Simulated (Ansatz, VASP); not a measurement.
**ZrO2 in VASP and in Ansatz**

INCAR

```
PREC = Accurate
ENCUT = 600
EDIFF = 1E-6
ISMEAR = 0
SIGMA = 0.02
LREAL = F
LASPH = T
NELM = 120
ALGO = Normal
ISIF = 2
LWAVE = F
LCHARG = F
GGA = PS
NBANDS = 19
GGA_COMPAT = F
```

The input KPOINTS:

```
Automatic mesh
0
Gamma
  6 6 6
```

POSCAR

```
ZrO2
1.0
    0.0000000000      2.5321241489      2.5321241489
    2.5321241489      0.0000000000      2.5321241489
    2.5321241489      2.5321241489      0.0000000000
Zr O
1 2
Direct
    0.0000000000      0.0000000000      0.0000000000
    0.2500000000      0.2500000000      0.2500000000
    0.7500000000      0.7500000000      0.7500000000
```

Input for Ansatz:

```yaml
crystal:
  lattice:
    - [0.0, 2.5321241489, 2.5321241489]
    - [2.5321241489, 0.0, 2.5321241489]
    - [2.5321241489, 2.5321241489, 0.0]
  atoms:
    - { symbol: Zr, position: [0.0, 0.0, 0.0] }
    - { symbol: O, position: [0.25, 0.25, 0.25] }
    - { symbol: O, position: [0.75, 0.75, 0.75] }
basis:
  ecutwfc: 420
kpoints:
  mp_grid: { grid: [6, 6, 6] }
hamiltonian:
  xc: pbesol
  pseudopotentials: { kind: paw, azcp: { folder: soft_1 } }
scf:
  occupations: { method: gaussian, width: 0.02 }
output:
  forces: true
  stress: true
  eigenvalues: true
```

Alike in both runs: task single point; functional PBEsol; k mesh 6 × 6 × 6; occupations gaussian, width 0.02 eV; no spin polarisation.

```csv
,VASP,Ansatz
version,VASP 6.6.1,Ansatz 0.2.0
potentials or method,"VASP PAW PBE potentials, release 64 (Zr_sv, O), cutoff 600 eV","scalar-relativistic, plane waves, PAW"
valence electrons in the cell,24,24
```

|  | VASP | Ansatz | Ansatz less VASP |
| --- | --- | --- | --- |
| gap on the k mesh at the Fermi level (eV) | 3.32 | 3.33 | +0.008 |
| least direct gap on the mesh (eV) | 3.76 | 3.76 | +0.004 |
| pressure (GPa) | 0.2 | 0.0 | -0.22 |

VASP's potentials were made for PBE, not for PBEsol, and Ansatz warns of the same on its side. With one functional, cell and mesh, what is left measures potentials, basis and numerics.
